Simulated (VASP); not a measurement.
A run of VASP 6.6.1 is set up as follows.

File INCAR:

```
PREC = Accurate
ENCUT = 600
EDIFF = 1E-6
ISMEAR = 0
SIGMA = 0.1
LREAL = F
LASPH = T
NELM = 100
ALGO = Normal
ISIF = 3
LWAVE = F
LCHARG = F
GGA = PE
IBRION = 2
NSW = 90
EDIFFG = -0.04
```

File KPOINTS:

```
regular mesh
0
Gamma
  6 6 4
```

POSCAR

```
Ga2C3
1.0
    3.4756830189      0.0000000000      0.0000000000
   -1.7378415094      3.0100297898      0.0000000000
    0.0000000000      0.0000000000      5.4075981994
Ga C
2 3
Direct
    0.3333333333      0.6666666667      0.2450000000
    0.6666666667      0.3333333333      0.7550000000
    0.0000000000      0.0000000000      0.0000000000
    0.3333333333      0.6666666667      0.6450000000
    0.6666666667      0.3333333333      0.3550000000
```

Potentials or basis: VASP PAW PBE potentials, release 64 (Ga_d, C).

Command:

```console
$ cat potpaw_PBE.64/Ga_d/POTCAR potpaw_PBE.64/C/POTCAR > POTCAR
$ mpirun -np 1 vasp_std > vasp.out
```

Problem. Predict the relaxed volume.

Solution. 11.44 Å³/atom.

Problem. Predict the band gap on the k mesh.

Solution. Zero (band 19 reaches 5.81 eV, above the bottom of band 20 at 5.75 eV).

Final structure:
```cif
data_structure
_symmetry_space_group_name_H-M 'P 1'
_symmetry_Int_Tables_number 1
_cell_length_a 3.4641
_cell_length_b 3.4641
_cell_length_c 5.5055
_cell_angle_alpha 90.000
_cell_angle_beta 90.000
_cell_angle_gamma 120.000
_cell_volume 57.21
loop_
_atom_site_label
_atom_site_type_symbol
_atom_site_fract_x
_atom_site_fract_y
_atom_site_fract_z
_atom_site_occupancy
Ga1 Ga 0.33333 0.66667 0.28507 1
Ga2 Ga 0.66667 0.33333 0.71493 1
C1 C 0.00000 0.00000 0.00000 1
C2 C 0.33333 0.66667 0.72597 1
C3 C 0.66667 0.33333 0.27403 1
```
